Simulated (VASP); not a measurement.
# AlO2: single point with PBE

The system is AlO2.

```
CELL_PARAMETERS angstrom
2.56842 0.00000 0.00000
0.00000 2.56842 0.00000
0.00000 0.00000 4.22205
ATOMIC_POSITIONS crystal
Al 0.00000 0.00000 0.00000
O 0.50000 0.50000 0.23889
O 0.50000 0.50000 0.76111
```

The cell was generated, and may not be a known phase.

- Program: VASP 6.6.1
- Task: single point
- Functional: PBE
- Potentials or basis: VASP PAW PBE potentials, release 64 (Al, O)
- Cutoff: 520 eV
- k mesh: 18 × 18 × 12
- Occupations: gaussian, width 0.1 eV
- Spin: collinear spin, ferromagnetic start
- Starting moments: [0.0, 0.25, 0.25] μB
- Dipole correction: no
- Further INCAR settings: ALGO = Normal; EDIFF = 1e-06; NBANDS = 18

```yaml
Pressure: -0.1 GPa
Largest_force: 0.026 eV/Å
Net_moment: 0.00 μB per cell
Valence_electrons_inside_the_program's_atomic_spheres: Al 0.62; O 4.97
```

Forces on the atoms (eV/Å):
```
Al   0.000  0.000  0.000
O    0.000  0.000  0.026
O    0.000  0.000 -0.026
```

Stress tensor (GPa, compression positive):
```
-0.01  0.00  0.00
 0.00 -0.01  0.00
 0.00  0.00 -0.19
```

Levels at points of the mesh, in eV from the Fermi level:
Spin up:
```
           k point  band 5  band 6  band 7  band 8  band 9  band 10
(0.00, 0.00, 0.00)   -2.95   -1.20   -1.20    0.92    2.57     8.42
(0.50, 0.00, 0.00)   -5.07   -2.40   -0.68    1.18    6.42     7.46
(0.50, 0.50, 0.00)   -5.44   -4.01   -4.01    1.44    3.22     8.51
(0.00, 0.00, 0.50)   -2.62   -2.59   -1.63   -1.63    3.57     6.27
(0.50, 0.00, 0.50)   -3.63   -2.10   -1.88   -1.05    7.79     7.93
(0.50, 0.50, 0.50)   -4.74   -4.74   -2.90   -1.29    4.09     6.43
```
Spin down:
```
           k point  band 4  band 5  band 6  band 7  band 8  band 9  band 10  band 11
(0.00, 0.00, 0.00)   -2.95   -2.95   -1.20   -1.20    0.92    2.57     8.42     8.51
(0.50, 0.00, 0.00)   -6.35   -5.07   -2.40   -0.68    1.18    6.42     7.46    10.02
(0.50, 0.50, 0.00)   -7.22   -5.44   -4.01   -4.01    1.44    3.22     8.51     8.70
(0.00, 0.00, 0.50)   -2.62   -2.62   -2.59   -1.63   -1.63    3.57     6.27     8.70
(0.50, 0.00, 0.50)   -6.05   -3.63   -2.10   -1.88   -1.05    7.79     7.93    10.80
(0.50, 0.50, 0.50)   -6.80   -4.74   -4.74   -2.90   -1.29    4.09     6.43     9.77
```

Run time: 120 s on 1 thread of Intel(R) Xeon(R) 6975P-C (Granite Rapids), on a shared host, peak memory 0.35 GiB.
